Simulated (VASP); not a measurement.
# H (P6_3/mmc) in VASP: a series of runs

H is run at these levels: PBE; tasks: single point.

All numbers are computed with VASP 6.6.1; they aren't measurements. Logs are shortened: lines on timing, memory, paths and dates and some standing lists are left out, and cuts for length are marked.

## Step 1: The cell of the first run

Symmetry: P6_3/mmc, No. 194, hexagonal system. The conventional cell has a = 5.300 Å, b = 5.300 Å, c = 4.495 Å, α = 90.00°, β = 90.00°, γ = 120.00°. Within 5.0 Å of H (site symmetry -6m2) lie 8 H at 3.80 to 4.49 Å.

## Step 2: Single point, PBE, collinear spin

INCAR reads:

```
SYSTEM = H
PREC = Accurate ; ENCUT = 520
EDIFF = 1E-6 ; ISMEAR = 0
SIGMA = 0.05 ; LREAL = .False.
LASPH = .True. ; NELM = 150
ALGO = Normal ; ISIF = 2
LWAVE = .False. ; LCHARG = .True.
ISPIN = 2 ; MAGMOM = 1.05 1.05
LORBIT = 11 ; GGA = PE
LELF = .True. ; LVHAR = .True.
NBANDS = 12
```

KPOINTS reads:

```
Automatic mesh
0
Gamma
  6 6 6
  0 0 0
```

POSCAR reads:

```
H
1.0
    5.2996000000      0.0000000000      0.0000000000
   -2.6498000000      4.5895882299      0.0000000000
    0.0000000000      0.0000000000      4.4946000000
H
2
Direct
    0.3333333333      0.6666666667      0.2500000000
    0.6666666667      0.3333333333      0.7500000000
```

Potentials or basis: VASP PAW PBE potentials, release 64 (H).

The run is started by

```console
cat potpaw_PBE.64/H/POTCAR > POTCAR
mpirun -np 1 vasp_std > vasp.out
```

OUTCAR:

```text
SYSTEM = H
   PREC = Accurate
   ENCUT = 520
   EDIFF = 1E-6
   ISMEAR = 0
   LREAL = .False.
   LASPH = .True.
   NELM = 150
   ISIF = 2
   ISPIN = 2
   LORBIT = 11
   GGA = PE

 ion  position               nearest neighbor table
   1  0.333  0.667  0.250-
   2  0.667  0.333  0.750-

  LATTYP: Found a hexagonal cell.
 ALAT       =     5.2996000000
 C/A-ratio  =     0.8481017435

  Lattice vectors:

 A1 = (   5.2996000000,   0.0000000000,   0.0000000000)
 A2 = (  -2.6498000000,   4.5895882299,   0.0000000000)
 A3 = (   0.0000000000,   0.0000000000,   4.4946000000)

Analysis of symmetry for initial positions (statically):
=====================================================================
 Subroutine PRICEL returns:
 Original cell was already a primitive cell.

 Routine SETGRP: Setting up the symmetry group for a
 hexagonal supercell.

 Subroutine GETGRP returns: Found 24 space group operations
 (whereof 12 operations were pure point group operations)
 out of a pool of 24 trial point group operations.

The static configuration has the point symmetry D_3d.
 The point group associated with its full space group is D_6h.

Analysis of symmetry for dynamics (positions and initial velocities):
=====================================================================
 Subroutine PRICEL returns:
 Original cell was already a primitive cell.

 Routine SETGRP: Setting up the symmetry group for a
 hexagonal supercell.

 Subroutine GETGRP returns: Found 24 space group operations
 (whereof 12 operations were pure point group operations)
 out of a pool of 24 trial point group operations.

The dynamic configuration has the point symmetry D_3d.
 The point group associated with its full space group is D_6h.

Analysis of structural, dynamic, and magnetic symmetry:
=====================================================================
 Subroutine PRICEL returns:
 Original cell was already a primitive cell.

 Routine SETGRP: Setting up the symmetry group for a
 hexagonal supercell.

 Subroutine GETGRP returns: Found 24 space group operations
 (whereof 12 operations were pure point group operations)
 out of a pool of 24 trial point group operations.

The overall configuration has the point symmetry D_3d.
 The point group associated with its full space group is D_6h.

 Subroutine INISYM returns: Found 24 space group operations
 (whereof 12 operations are pure point group operations),
 and found     1 'primitive' translations

----------------------------------------------------------------------------------------

[... 138 lines left out ...]

  energy without entropy =       -2.23822745  energy(sigma->0) =       -2.23822745

 E-fermi :  -6.4573     XC(G=0):   0.4445

 val. band max:       -6.6950685305   @ k =   0.0000   0.0000   0.0000
 cond. band min:       0.1399791922   @ k =   0.3333   0.3333   0.0000
 fundamental gap:      6.8350477227
 Fermi energy:        -6.4573434593

 spin component 1

 k-point     1 :       0.0000    0.0000    0.0000
  band No.  band energies     occupation
      1      -7.7161      1.00000
      2      -6.6951      1.00000
      3       1.1349      0.00000
      4       3.4551      0.00000
      5       3.4551      0.00000
      6       3.8965      0.00000
      7       4.4413      0.00000
      8       4.4413      0.00000
      9       5.2558      0.00000
     10       7.0306      0.00000
     11       8.8415      0.00000
     12      10.4530      0.00000
[... 333 lines left out ...]
      1      -7.0784      1.00000
      2      -7.0784      1.00000
      3       0.9771      0.00000
      4       0.9771      0.00000
      5       3.5983      0.00000
      6       3.5983      0.00000
      7       4.1360      0.00000
      8       4.1360      0.00000
      9       6.9553      0.00000
     10       6.9553      0.00000
     11       9.2116      0.00000
     12       9.2116      0.00000

 [... further k-points ...]

 spin component 2

 k-point     1 :       0.0000    0.0000    0.0000
  band No.  band energies     occupation
      1       2.9534      0.00000
      2       9.1905      0.00000
      3       9.1919      0.00000
      4       9.8970      0.00000
      5      10.2458      0.00000
      6      10.3249      0.00000
      7      11.1544      0.00000
      8      11.1552      0.00000
      9      13.3256      0.00000
     10      16.5426      0.00000
     11      16.7966      0.00000
     12      16.7990      0.00000
[... 333 lines left out ...]
      1       5.3583      0.00000
      2       5.3583      0.00000
      3       8.2357      0.00000
      4       8.2357      0.00000
      5      10.2209      0.00000
      6      10.2209      0.00000
      7      11.8919      0.00000
      8      11.8919      0.00000
      9      15.4243      0.00000
     10      15.4243      0.00000
     11      15.7250      0.00000
     12      15.7250      0.00000

 [... further k-points ...]

------------------------ aborting loop because EDIFF is reached ----------------------------------------

  FORCE on cell =-STRESS in cart. coord.  units (eV):
  Direction    XX          YY          ZZ          XY          YZ          ZX
  --------------------------------------------------------------------------------------
  -------------------------------------------------------------------------------------
  Total        0.0093409      0.0093409      0.0178246      0.0000000      0.0000000      0.0000000
  in kB        0.1368962      0.1368962      0.2612297      0.0000000      0.0000000      0.0000000
  external PRESSURE =       0.1783407 kB  Pullay stress =       0.0000000 kB

 VOLUME and BASIS-vectors are now :
 -----------------------------------------------------------------------------
  energy-cutoff  :      520.00
  volume of cell :      109.32
      direct lattice vectors                 reciprocal lattice vectors
     5.299600000  0.000000000  0.000000000     0.188693486  0.108942235  0.000000000
    -2.649800000  4.589588230  0.000000000     0.000000000  0.217884470  0.000000000
     0.000000000  0.000000000  4.494600000     0.000000000  0.000000000  0.222489209

 POSITION                                       TOTAL-FORCE (eV/Angst)
 -----------------------------------------------------------------------------------
     -0.00000      3.05973      1.12365         0.000000     -0.000000     -0.000000
      2.64980      1.52986      3.37095        -0.000000      0.000000      0.000000
 -----------------------------------------------------------------------------------
    total drift:                               -0.000000      0.000000     -0.000000

  FREE ENERGIE OF THE ION-ELECTRON SYSTEM (eV)
  ---------------------------------------------------
  free  energy   TOTEN  =        -2.2382274532 eV

  energy  without entropy=       -2.2382274532  energy(sigma->0) =       -2.23822745

 total charge

# of ion       s       p       d       tot
------------------------------------------
    1        0.380   0.000   0.000   0.380
    2        0.380   0.000   0.000   0.380
--------------------------------------------------
tot          0.761   0.000   0.000   0.761

 magnetization (x)

# of ion       s       p       d       tot
------------------------------------------
    1        0.380   0.000   0.000   0.380
    2        0.380   0.000   0.000   0.380
--------------------------------------------------
tot          0.761   0.000   0.000   0.761
```

Run time: 45 s. Hardware: 1 thread of Intel Xeon 6975P-C (Granite Rapids), shared host; peak memory 0.27 GiB.

What came out:

* Free energy: -2.2382 eV
* Pressure: 0.0 GPa
* Band gap on the k mesh: 6.84 eV (least direct gap 7.28 eV)
* Net moment: 2.00 μB per cell
* Site moments: H +0.38 μB
* Valence electrons inside the program's atomic spheres: H 0.38

Caveat: the nearest neighbours stand farther apart than a usual bond.

## Step 3: Single point, PBE, collinear spin

This run uses another cell than the first one, of the same volume but with other edges.

INCAR reads:

```
SYSTEM = H
ALGO = Normal ; EDIFF = 1E-7
ENCUT = 520 ; GGA = PE
ISIF = 2 ; ISMEAR = 0
ISPIN = 2 ; LASPH = .True.
LCHARG = .True. ; LELF = .True.
LORBIT = 11 ; LREAL = .False.
LVHAR = .True. ; LWAVE = .False.
MAGMOM = 1.05 1.05 ; NBANDS = 12
NELM = 150 ; PREC = Accurate
SIGMA = 0.05
```

KPOINTS reads:

```
k-points
0
Gamma
  6 6 6
  0 0 0
```

POSCAR reads:

```
H
1.0
    5.4326000000      0.0000000000      0.0000000000
   -2.7163000000      4.7047696086      0.0000000000
    0.0000000000      0.0000000000      4.2805878382
H
2
Direct
    0.3333333333      0.6666666667      0.2500000000
    0.6666666667      0.3333333333      0.7500000000
```

Potentials or basis: VASP PAW PBE potentials, release 64 (H).

The run is started by

```console
cat potpaw_PBE.64/H/POTCAR > POTCAR
mpirun -np 1 vasp_std > vasp.out
```

OUTCAR:

```text
SYSTEM = H
   EDIFF = 1E-7
   ENCUT = 520
   GGA = PE
   ISIF = 2
   ISMEAR = 0
   ISPIN = 2
   LASPH = .True.
   LORBIT = 11
   LREAL = .False.
   NELM = 150
   PREC = Accurate

 ion  position               nearest neighbor table
   1  0.333  0.667  0.250-
   2  0.667  0.333  0.750-

  LATTYP: Found a hexagonal cell.
 ALAT       =     5.4326000000
 C/A-ratio  =     0.7879446008

  Lattice vectors:

 A1 = (   5.4326000000,   0.0000000000,   0.0000000000)
 A2 = (  -2.7163000000,   4.7047696086,   0.0000000000)
 A3 = (   0.0000000000,   0.0000000000,   4.2805878382)
[... 935 lines left out ...]
  external PRESSURE =       0.2027194 kB  Pullay stress =       0.0000000 kB

 VOLUME and BASIS-vectors are now :
 -----------------------------------------------------------------------------
  energy-cutoff  :      520.00
  volume of cell :      109.41
      direct lattice vectors                 reciprocal lattice vectors
     5.432600000  0.000000000  0.000000000     0.184073924  0.106275130  0.000000000
    -2.716300000  4.704769609  0.000000000     0.000000000  0.212550259  0.000000000
     0.000000000  0.000000000  4.280587838     0.000000000  0.000000000  0.233612774

 POSITION                                       TOTAL-FORCE (eV/Angst)
 -----------------------------------------------------------------------------------
     -0.00000      3.13651      1.07015         0.000000     -0.000000      0.000000
      2.71630      1.56826      3.21044        -0.000000      0.000000      0.000000
 -----------------------------------------------------------------------------------
    total drift:                                0.000000     -0.000000      0.000000

  FREE ENERGIE OF THE ION-ELECTRON SYSTEM (eV)
  ---------------------------------------------------
  free  energy   TOTEN  =        -2.2378866985 eV

  energy  without entropy=       -2.2378866985  energy(sigma->0) =       -2.23788670

 total charge

# of ion       s       p       d       tot
------------------------------------------
    1        0.380   0.000   0.000   0.380
    2        0.380   0.000   0.000   0.380
--------------------------------------------------
tot          0.761   0.000   0.000   0.761

 magnetization (x)

# of ion       s       p       d       tot
------------------------------------------
    1        0.380   0.000   0.000   0.380
    2        0.380   0.000   0.000   0.380
--------------------------------------------------
tot          0.761   0.000   0.000   0.761
```

OSZICAR:

```text
N       E                     dE             d eps       ncg     rms          rms(c)
DAV:   1     0.403109418730E+01    0.40311E+01   -0.57525E+02  1344   0.105E+02
DAV:   2    -0.269965535601E+00   -0.43011E+01   -0.41999E+01  1608   0.187E+01
DAV:   3    -0.553430008393E+00   -0.28346E+00   -0.28312E+00  1748   0.473E+00
[... 13 lines left out ...]
DAV:  17    -0.223786407111E+01   -0.42176E-04   -0.91202E-10  1384   0.139E-04    0.140E-05
DAV:  18    -0.223787336531E+01   -0.92942E-05   -0.11594E-10  1236   0.486E-05    0.518E-06
DAV:  19    -0.223788114609E+01   -0.77808E-05   -0.79922E-11  1044   0.414E-05    0.465E-06
DAV:  20    -0.223788565491E+01   -0.45088E-05   -0.24030E-11  1060   0.222E-05    0.457E-07
DAV:  21    -0.223788669794E+01   -0.10430E-05   -0.27824E-12  1088   0.693E-06    0.688E-07
DAV:  22    -0.223788669853E+01   -0.58325E-09    0.14182E-13  1100   0.224E-06
   1 F= -.22378867E+01 E0= -.22378867E+01  d E =-.421656E-13  mag=     2.0000
```

stdout:

```text
POSCAR found type information on POSCAR H
 POSCAR found :  1 types and       2 ions
 scaLAPACK will be used
 LDA part: xc-table for (Slater+PW92), standard interpolation
 POSCAR, INCAR and KPOINTS ok, starting setup
 FFT: planning ... GRIDC
 FFT: planning ... GRID_SOFT
 FFT: planning ... GRID
 WAVECAR not read
 entering main loop
```

Run time: 39 s. Hardware: 1 thread of Intel Xeon 6975P-C (Granite Rapids), shared host; peak memory 0.26 GiB.

Results:

```
Free energy                                           : -2.2379 eV
Pressure                                              : 0.0 GPa
Band gap on the k mesh                                : 6.77 eV (least direct gap 7.24 eV)
Net moment                                            : 2.00 μB per cell
Site moments                                          : H +0.38 μB
Valence electrons inside the program's atomic spheres : H 0.38
```

Caveat: the nearest neighbours stand farther apart than a usual bond. A k mesh can miss the band edges.
